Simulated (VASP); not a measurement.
Write the native input for VASP 6.6.1 that does the following.

- Task: single point
- Functional: PBEsol
- Potentials or basis: VASP PAW PBE potentials, release 64 (Cu)
- Cutoff: 520 eV
- k mesh: 24 × 24 × 12
- Occupations: gaussian, width 0.15 eV
- Spin: no spin polarisation
- Dipole correction: no
- Further INCAR settings: ALGO = Fast; EDIFF = 1e-06; NBANDS = 18

The structure of Cu lies in POSCAR:

```
Cu
1.0
    2.6229616989      0.0000000000      0.0000000000
   -1.3114808494      2.2715514644      0.0000000000
    0.0000000000      0.0000000000      3.9525409840
Cu
2
Direct
    0.3333333333      0.6666666667      0.2500000000
    0.6666666667      0.3333333333      0.7500000000
```

This isn't the form of Cu at room conditions, which is fcc.

One way to write it, as run:

INCAR

```
PREC = Accurate
ENCUT = 520
EDIFF = 1E-6
ISMEAR = 0
SIGMA = 0.15
LREAL = False
LASPH = True
NELM = 80
ALGO = Fast
ISIF = 2
LWAVE = False
LCHARG = True
GGA = PS
LELF = True
LVHAR = True
NBANDS = 18
```

KPOINTS

```
Automatic mesh
0
Gamma
  24 24 12
```

Potentials or basis: VASP PAW PBE potentials, release 64 (Cu).

Launch:

```sh
$ cat potpaw_PBE.64/Cu/POTCAR > POTCAR
$ mpirun -np 1 vasp_std > vasp.out
```

Results of the run:

| Item | Value |
| --- | --- |
| Pressure | -4.4 GPa |
| Band gap on the k mesh | zero (bands 11 and 12 overlap by 5.56 eV) |

Caveat: the stress differs along the axes, from -9 to 4 GPa; the PAW data sets were made with another functional, which shifts forces and pressure a little.

It took 120 s on 1 thread of Intel(R) Xeon(R) Platinum 8488C (Sapphire Rapids), with other jobs on the host, peak memory 0.25 GiB.
